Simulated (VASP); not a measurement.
Input of a VASP 6.6.1 run:

INCAR

```
PREC = Accurate
ENCUT = 520
EDIFF = 1E-6
ISMEAR = -1
SIGMA = 0.05
LREAL = False
LASPH = True
NELM = 100
ALGO = Normal
ISIF = 2
LWAVE = False
LCHARG = False
NBANDS = 16
```

The input KPOINTS:

```
regular mesh
0
Gamma
  8 8 7
```

Contents of POSCAR:

```
NbB2
1.0
    3.0860000000      0.0000000000      0.0000000000
   -1.5430000000      2.6725540000      0.0000000000
    0.0000000000      0.0000000000      3.3060000000
Nb B
1 2
Direct
    0.0000000000      0.0000000000      0.0000000000
    0.3333330000      0.6666670000      0.5000000000
    0.6666670000      0.3333330000      0.5000000000
```

Potentials or basis: VASP PAW LDA potentials, release 64 (Nb_sv, B).

Run with:

```console
$ cat potpaw_LDA.64/Nb_sv/POTCAR potpaw_LDA.64/B/POTCAR > POTCAR
$ mpirun -np 1 vasp_std > vasp.out
```

**Question.** Estimate the pressure.

**Answer.** -5.0 GPa.

Stress tensor (GPa, compression positive):
```
-5.44  0.00  0.00
 0.00 -5.44  0.00
 0.00  0.00 -4.06
```
